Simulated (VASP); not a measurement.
Ti: single point with PBE

The system is Ti.

```
Ti
1.0
     3.90808    0.00000    0.00000
     0.00000    3.90808    0.00000
     0.00000    0.00000    3.90808
Ti
3
Direct
  0.50000 0.00000 0.00000
  0.00000 0.50000 0.00000
  0.00000 0.00000 0.50000
```

```json
{
  "Program": "VASP 6.6.1",
  "Task": "single point",
  "Functional": "PBE",
  "Potentials or basis": "VASP PAW PBE potentials, release 64 (Ti_sv)",
  "Cutoff": "520 eV",
  "k mesh": "4 × 4 × 4",
  "Occupations": "gaussian, width 0.1 eV",
  "Spin": "no spin polarisation",
  "Dipole correction": "no",
  "Further INCAR settings": "ALGO = Fast; EDIFF = 1e-06; NBANDS = 25"
}
```

```json
{"Pressure": "-0.4 GPa", "Band gap on the k mesh": "zero (band 18 reaches 7.44 eV, above the bottom of band 19 at 5.54 eV)"}
```

Levels at points of the mesh, in eV from the Fermi level:
| k point | band 15 | band 16 | band 17 | band 18 | band 19 | band 20 | band 21 | band 22 |
| --- | --- | --- | --- | --- | --- | --- | --- | --- |
| (0.00, 0.00, 0.00) | -1.21 | -1.21 | -1.11 | -1.11 | -1.11 | 2.31 | 2.31 | 2.31 |
| (0.50, 0.00, 0.00) | -1.53 | -0.71 | -0.08 | -0.08 | 0.22 | 0.75 | 0.75 | 1.61 |
| (0.50, 0.50, 0.00) | -1.31 | -1.13 | -0.26 | 0.04 | 0.10 | 0.10 | 0.96 | 0.96 |
| (0.50, 0.50, 0.50) | -1.78 | -1.78 | 0.80 | 0.80 | 0.80 | 1.33 | 2.13 | 2.13 |

Wall time 74 s on 1 thread of Intel(R) Xeon(R) Platinum 8259CL CPU @ 2.50GHz (Skylake/Cascade Lake), on a shared host, peak memory 0.16 GiB.

Caveat: the k points lie up to 0.40 Å⁻¹ apart.
